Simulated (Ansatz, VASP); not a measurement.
Two plane-wave programs on BAs

The input POSCAR:

```
BAs
1.0
    2.9251576879      0.0000000000      0.0000000000
    0.0000000000      2.9251576879      0.0000000000
    0.0000000000      0.0000000000      2.9251576879
B As
1 1
Direct
    0.0000000000      0.0000000000      0.0000000000
    0.5000000000      0.5000000000      0.5000000000
```

Contents of INCAR.step1:

```
PREC     = Accurate       # precision mode
ENCUT    = 520            # plane-wave cutoff, eV
ISMEAR   = -1             # smearing method
SIGMA    = 0.02           # smearing width, eV
LREAL    = F              # projectors in reciprocal space
LASPH    = T              # aspherical terms in the spheres
NELM     = 80             # most SCF steps
NBANDS   = 11             # bands
GGA      = PE             # functional
ALGO     = Normal         # electronic algorithm
EDIFF    = 1E-4           # SCF threshold, eV
LWAVE    = T              # write WAVECAR
LCHARG   = F              # write CHGCAR
```

Contents of INCAR.step2:

```
PREC     = Accurate       # precision mode
ENCUT    = 520            # plane-wave cutoff, eV
EDIFF    = 1E-7           # SCF threshold, eV
ISMEAR   = -1             # smearing method
SIGMA    = 0.02           # smearing width, eV
LREAL    = F              # projectors in reciprocal space
LASPH    = T              # aspherical terms in the spheres
NELM     = 80             # most SCF steps
ALGO     = Normal         # electronic algorithm
ISIF     = 2              # what is computed and relaxed
LWAVE    = F              # write WAVECAR
LCHARG   = F              # write CHGCAR
METAGGA  = R2SCAN         # meta-GGA
LMIXTAU  = T            
NBANDS   = 11             # bands
ISTART   = 1
```

The input KPOINTS:

```
regular mesh
0
Gamma
  6 6 6
```

Input for Ansatz:

```yaml
crystal:
  lattice:
    - [2.9251576879, 0.0, 0.0]
    - [0.0, 2.9251576879, 0.0]
    - [0.0, 0.0, 2.9251576879]
  atoms:
    - { symbol: B, position: [0.0, 0.0, 0.0] }
    - { symbol: As, position: [0.5, 0.5, 0.5] }
kpoints:
  mp_grid: { grid: [6, 6, 6] }
hamiltonian:
  xc: r2scan
scf:
  occupations: { method: fermi_dirac, width: 0.02 }
  n_extra_bands: 4
  mixing: { ndim: 30 }
  max_iter: 98
output:
  forces: true
  stress: true
  eigenvalues: true
```

Alike in both runs: task single point; functional r2SCAN; k mesh 6 × 6 × 6; occupations fermi-dirac, width 0.02 eV; no spin polarisation.

|  | VASP | Ansatz |
| --- | --- | --- |
| version | VASP 6.6.1 | Ansatz 0.2.0 |
| potentials or method | VASP PAW PBE potentials, release 64 (B, As) | plane waves |
| plane-wave cutoff (eV) | 520 | 500 |
| valence electrons in the cell | 8 | 18 |

|  | VASP | Ansatz | Ansatz less VASP |
| --- | --- | --- | --- |
| pressure (GPa) | 2.0 | 2.0 | -0.04 |

VASP's potentials were made for PBE, not for r2SCAN. With one functional, cell and mesh, what is left measures potentials, basis and numerics. VASP's potentials hold 8 valence electrons a cell and Ansatz's 18, so a difference there can come from the potentials and not from the codes.
